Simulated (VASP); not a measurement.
Input of a VASP 6.6.1 run:

Contents of POSCAR:

```
BN
1.0
   -2.5439665246      0.0000000000      0.0000000000
    0.0000000000      4.4062792734      0.0000000000
    1.2719832623     -2.2031396367     -4.2077449334
B N
4 4
Direct
    0.0001002046      0.6667668712      0.0002004091
    0.5001002046      0.1667668712      0.0002004091
    0.7501002046      0.0834335379      0.5002004091
    0.2501002046      0.5834335379      0.5002004091
    0.1873997954      0.8540664621      0.3747995909
    0.6873997954      0.3540664621      0.3747995909
    0.9373997954      0.2707331288      0.8747995909
    0.4373997954      0.7707331288      0.8747995909
```

Contents of INCAR.step1:

```
SYSTEM = BN
  PREC = Accurate
  ENCUT = 520
  ISMEAR = 0
  SIGMA = 0.05
  LREAL = .FALSE.
  LASPH = .TRUE.
  NELM = 100
  NBANDS = 26
  GGA = PE
  ALGO = Normal
  EDIFF = 1E-4
  LWAVE = .TRUE.
  LCHARG = .FALSE.
```

Contents of INCAR.step2:

```
SYSTEM = BN
  PREC = Accurate
  ENCUT = 520
  EDIFF = 1E-6
  ISMEAR = 0
  SIGMA = 0.05
  LREAL = .FALSE.
  LASPH = .TRUE.
  NELM = 100
  ALGO = Normal
  ISIF = 2
  LWAVE = .FALSE.
  LCHARG = .FALSE.
  METAGGA = R2SCAN
  LMIXTAU = .TRUE.
  NBANDS = 26
  ISTART = 1
```

Contents of KPOINTS:

```
regular mesh
0
G
  10 10 10
  0 0 0
```

Potentials or basis: VASP PAW PBE potentials, release 64 (B, N).

Launch:

```console
$ cat potpaw_PBE.64/B/POTCAR potpaw_PBE.64/N/POTCAR > POTCAR
$ cp INCAR.step1 INCAR
$ mpirun -np 1 vasp_std > vasp.out
$ cp INCAR.step2 INCAR
$ mpirun -np 1 vasp_std > vasp.out
```

Problem. Estimate the largest force.

Solution. 0.003 eV/Å.

Problem. What does it give for the pressure?

Solution. 1.1 GPa.

Problem. What does it give for the band gap on the k mesh?

Solution. 5.84 eV.

Forces in eV/Å, atoms in the order of the input:
```
B    0.000  0.000 -0.003
B    0.000  0.000 -0.003
B    0.000  0.000 -0.003
B    0.000  0.000 -0.003
N    0.000  0.000  0.003
N    0.000  0.000  0.003
N    0.000  0.000  0.003
N    0.000  0.000  0.003
```

Caveat: the PAW data sets were made with another functional, which shifts forces and pressure a little. A k mesh can miss the band edges.
